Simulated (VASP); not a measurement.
Here is a VASP 6.6.1 calculation.

INCAR

```
SYSTEM = Ta
PREC = Accurate
ENCUT = 520
EDIFF = 1E-6
ISMEAR = 0
SIGMA = 0.15
LREAL = .False.
LASPH = .True.
NELM = 60
ALGO = Normal
ISIF = 2
LWAVE = .False.
LCHARG = .True.
GGA = PE
LELF = .True.
LVHAR = .True.
NBANDS = 12
```

The input KPOINTS:

```
regular mesh
0
Gamma
  20 20 20
  0 0 0
```

POSCAR

```
Ta
1.0
   -1.4903632978      1.4903632978      1.8929104245
    1.4903632978     -1.4903632978      1.8929104245
    1.4903632978      1.4903632978     -1.8929104245
Ta
1
Direct
    0.0000000000      0.0000000000      0.0000000000
```

Potentials or basis: VASP PAW PBE potentials, release 64 (Ta_pv).

Command:

```sh
$ cat potpaw_PBE.64/Ta_pv/POTCAR > POTCAR
$ mpirun -np 1 vasp_std > vasp.out
```

Problem. What does it give for the pressure?

Solution. 24.3 GPa.

Stress tensor (GPa, compression positive):
```
30.85  0.00  0.00
 0.00 30.85  0.00
 0.00  0.00 11.30
```
